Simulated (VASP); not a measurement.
A run of VASP 6.6.1:

Contents of INCAR:

```
PREC     = Accurate       # precision mode
ENCUT    = 520            # plane-wave cutoff, eV
EDIFF    = 1E-7           # SCF threshold, eV
ISMEAR   = 0              # smearing method
SIGMA    = 0.15           # smearing width, eV
LREAL    = F              # projectors in reciprocal space
LASPH    = T              # aspherical terms in the spheres
NELM     = 100            # most SCF steps
ALGO     = Fast           # electronic algorithm
ISIF     = 2              # what is computed and relaxed
LWAVE    = F              # write WAVECAR
LCHARG   = F              # write CHGCAR
GGA      = PS             # functional
NBANDS   = 14             # bands
```

Contents of KPOINTS:

```
Automatic mesh
0
Gamma
  18 18 10
```

Contents of POSCAR:

```
TiAl
1.0
    2.8672622327      0.0000000000      0.0000000000
   -1.4336311163      2.4831219328      0.0000000000
    0.0000000000      0.0000000000      4.6780830000
Ti Al
1 1
Direct
   -0.1100248349     -0.0805437693      0.0000000000
    0.3333333333      0.6666666667      0.5000000000
```

Potentials or basis: VASP PAW PBE potentials, release 64 (Ti_sv, Al).

Run with:

```bash
$ cat potpaw_PBE.64/Ti_sv/POTCAR potpaw_PBE.64/Al/POTCAR > POTCAR
$ mpirun -np 1 vasp_std > vasp.out
```

Hardware: 1 thread of AMD EPYC 9R45 96-Core Processor (Zen 5), with other jobs on the host.

Task: How long does it take, and how much memory?

Result: It took 12 min on 1 thread of AMD EPYC 9R45 96-Core Processor (Zen 5), on a shared host, peak memory 0.53 GiB. Counts: scf iterations 35, k points 984.
